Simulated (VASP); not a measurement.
Set up this calculation in VASP 6.6.1, as the native input.

```
Task                   : single point
Functional             : PBE
Potentials or basis    : VASP PAW PBE potentials, release 64 (P)
Cutoff                 : 520 eV
k mesh                 : 24 × 24 × 24
Occupations            : fermi-dirac, width 0.1 eV
Spin                   : no spin polarisation
Dipole correction      : no
Further INCAR settings : ALGO = Normal; EDIFF = 1e-07; NBANDS = 8
```

The structure of P lies in POSCAR:

```
P
1.0
   -1.5264159403      1.5264159403      1.5264159403
    1.5264159403     -1.5264159403      1.5264159403
    1.5264159403      1.5264159403     -1.5264159403
P
1
Direct
    0.0000000000      0.0000000000      0.0000000000
```

One way to write it, as run:

INCAR

```
PREC = Accurate
ENCUT = 520
EDIFF = 1E-7
ISMEAR = -1
SIGMA = 0.1
LREAL = F
LASPH = T
NELM = 60
ALGO = Normal
ISIF = 2
LWAVE = F
LCHARG = T
GGA = PE
LELF = T
LVHAR = T
NBANDS = 8
```

KPOINTS

```
Automatic mesh
0
Gamma
  24 24 24
```

Potentials or basis: VASP PAW PBE potentials, release 64 (P).

Launch:

```bash
$ cat potpaw_PBE.64/P/POTCAR > POTCAR
$ mpirun -np 1 vasp_std > vasp.out
```

Results of the run:

```
Pressure : -0.2 GPa
```

Wall time 13 s on 1 thread of Intel(R) Xeon(R) 6975P-C (Granite Rapids) (shared host), peak memory 0.15 GiB.
